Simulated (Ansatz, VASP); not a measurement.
HfTaN2 in VASP and in Ansatz

File INCAR:

```
ALGO = Normal ; EDIFF = 1E-6
ENCUT = 600 ; GGA = CA
GGA_COMPAT = False ; ISIF = 2
ISMEAR = -1 ; LASPH = True
LCHARG = False ; LREAL = False
LWAVE = False ; NBANDS = 24
NELM = 120 ; PREC = Accurate
SIGMA = 0.1
```

The input KPOINTS:

```
k-points
0
Gamma
  9 9 9
```

The input POSCAR:

```
HfTaN2
1.0
    1.5863160000      0.9158599696      5.1343890000
   -1.5863160000      0.9158599696      5.1343890000
    0.0000000000     -1.8317199392      5.1343890000
Hf Ta N
1 1 2
Direct
    0.0000000000      0.0000000000      0.0000000000
    0.5000000000      0.5000000000      0.5000000000
    0.2502983333      0.2502983333      0.2502983333
    0.7497016667      0.7497016667      0.7497016667
```

Input for Ansatz:

```yaml
crystal:
  lattice:
    a: 3.172632
    b: 3.172632
    c: 15.403167
    alpha: 90.0
    beta: 90.0
    gamma: 120.0
  space_group: 166
  atoms:
    - { symbol: Hf, position: [0.0, 0.0, 0.0] }
    - { symbol: Ta, position: [0.6666666666666666, 0.3333333333333333, 0.8333333333333334] }
    - { symbol: "N", position: [0.3333333333333333, 0.6666666666666666, 0.916965] }
  reduce_to_primitive: true
kpoints:
  mp_grid:
    grid: [9, 9, 9]
hamiltonian:
  xc: lda
scf:
  convergence:
    dr2_threshold: 1.0e-07
  occupations:
    method: fermi_dirac
    width: 0.1
output:
  stress: true
```

Alike in both runs: task single point; functional LDA; k mesh 9 × 9 × 9; occupations fermi-dirac, width 0.1 eV; no spin polarisation.

|  | VASP | Ansatz |
| --- | --- | --- |
| version | VASP 6.6.1 | Ansatz 0.2.0 |
| potentials or method | VASP PAW LDA potentials, release 64 (Hf_pv, Ta_pv, N) | plane waves, PAW |
| plane-wave cutoff (eV) | 600 | 420 |
| valence electrons in the cell | 31 | 49 |

Ansatz gave:

* pressure (GPa): -14.0
* traceless stress, the component that is largest in VASP (GPa): 0.92

Task: Which values does VASP return?

Result: Pressure (GPa): -14.2; traceless stress, the component that is largest in VASP (GPa): 0.85.

LDA's correlation is that of Perdew and Zunger in VASP and of Perdew and Wang (1992) in Ansatz. VASP's potentials hold 31 valence electrons a cell and Ansatz's 49, so a difference there can come from the potentials and not from the codes. Ansatz's warnings: stress scf threshold loose.

Neither program's run includes spin-orbit coupling.
